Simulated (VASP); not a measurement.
Wanted: the native input for a VASP 6.6.1 run.

```
Task                   : single point
Functional             : r2SCAN
Potentials or basis    : VASP PAW PBE potentials, release 64 (Ti_sv, Al)
Cutoff                 : 520 eV
k mesh                 : 14 × 14 × 10
Occupations            : gaussian, width 0.1 eV
Spin                   : no spin polarisation
Dipole correction      : no
Further INCAR settings : ALGO = Normal; EDIFF = 1e-07; NBANDS = 14
```

TiAl:

```
Ti Al
1.0
     2.80984    0.00000    0.00000
     0.00000    2.80984    0.00000
     0.00000    0.00000    4.06577
Ti Al
1 1
Direct
  0.50000 0.50000 0.50000
  0.00000 0.00000 0.00000
```

The input as run:

POSCAR

```
TiAl
1.0
    2.8098424332      0.0000000000      0.0000000000
    0.0000000000      2.8098424332      0.0000000000
    0.0000000000      0.0000000000      4.0657672972
Ti Al
1 1
Direct
    0.5000000000      0.5000000000      0.5000000000
    0.0000000000      0.0000000000      0.0000000000
```

INCAR.step1

```
  PREC = Accurate
  ENCUT = 520
  ISMEAR = 0
  SIGMA = 0.1
  LREAL = F
  LASPH = T
  NELM = 80
  NBANDS = 14
  GGA = PE
  ALGO = Normal
  EDIFF = 1E-4
  LWAVE = T
  LCHARG = F
```

INCAR.step2

```
  PREC = Accurate
  ENCUT = 520
  EDIFF = 1E-7
  ISMEAR = 0
  SIGMA = 0.1
  LREAL = F
  LASPH = T
  NELM = 80
  ALGO = Normal
  ISIF = 2
  LWAVE = F
  LCHARG = F
  METAGGA = R2SCAN
  LMIXTAU = T
  NBANDS = 14
  ISTART = 1
```

KPOINTS

```
Automatic mesh
0
Gamma
  14 14 10
```

Potentials or basis: VASP PAW PBE potentials, release 64 (Ti_sv, Al).

Launch:

```console
$ cat potpaw_PBE.64/Ti_sv/POTCAR potpaw_PBE.64/Al/POTCAR > POTCAR
$ cp INCAR.step1 INCAR
$ mpirun -np 1 vasp_std > vasp.out
$ cp INCAR.step2 INCAR
$ mpirun -np 1 vasp_std > vasp.out
```

It gave:

- Pressure: 0.2 GPa
- Band gap on the k mesh: zero (an odd number of electrons rules out a gap without spin polarisation)

Caveat: the PAW data sets were made with another functional, which shifts forces and pressure a little.

It took 5.5 min on 1 thread of AMD EPYC 7R13 Processor (Zen 3), on a shared host, peak memory 0.2 GiB.
